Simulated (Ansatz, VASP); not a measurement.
One calculation of Fe2O3, two programs

```
Fe O
1.0
     2.34892    1.35615    4.39593
    -2.34892    1.35615    4.39593
     0.00000   -2.71230    4.39593
Fe O
4 6
Direct
  0.34537 0.34537 0.34537
  0.15463 0.15463 0.15463
  0.65463 0.65463 0.65463
  0.84537 0.84537 0.84537
  0.56396 0.93604 0.25000
  0.25000 0.56396 0.93604
  0.93604 0.25000 0.56396
  0.43604 0.06396 0.75000
  0.75000 0.43604 0.06396
  0.06396 0.75000 0.43604
```

Alike in both runs: functional PBEsol; k mesh 6 × 6 × 6; occupations gaussian, width 0.1 eV; collinear spin.

Ansatz relaxed the structure, and its values are those at the end. VASP's run is a single point on that final structure, the one shown.

|  | VASP | Ansatz |
| --- | --- | --- |
| version | VASP 6.6.1 | Ansatz 0.2.0 |
| potentials or method | VASP PAW PBE potentials, release 64 (Fe, O), cutoff 520 eV | scalar-relativistic, plane waves, PAW |
| valence electrons in the cell | 68 | 100 |

|  | VASP | Ansatz | Ansatz less VASP |
| --- | --- | --- | --- |
| gap on the k mesh at the Fermi level (eV) | none | none | - |
| pressure (GPa) | 2.2 | 0.0 | -2.15 |
| rms of the force components (eV/Å) | 0.019 | 0.002 | -0.0172 |
| net moment per atom (μB) | 0.40 | 0.40 | 0.000 |
| size of the moment on the site where the two differ most (μB) | 0.94 | 0.85 | -0.083 |

VASP's potentials were made for PBE, not for PBEsol. Site moments also hang on the region over which each program counts them. A gap of «none» marks a metal or a gap that the smearing closes. With one functional, cell and mesh, what is left measures potentials, basis and numerics. VASP's potentials hold 68 valence electrons a cell and Ansatz's 100, so a difference there can come from the potentials and not from the codes.
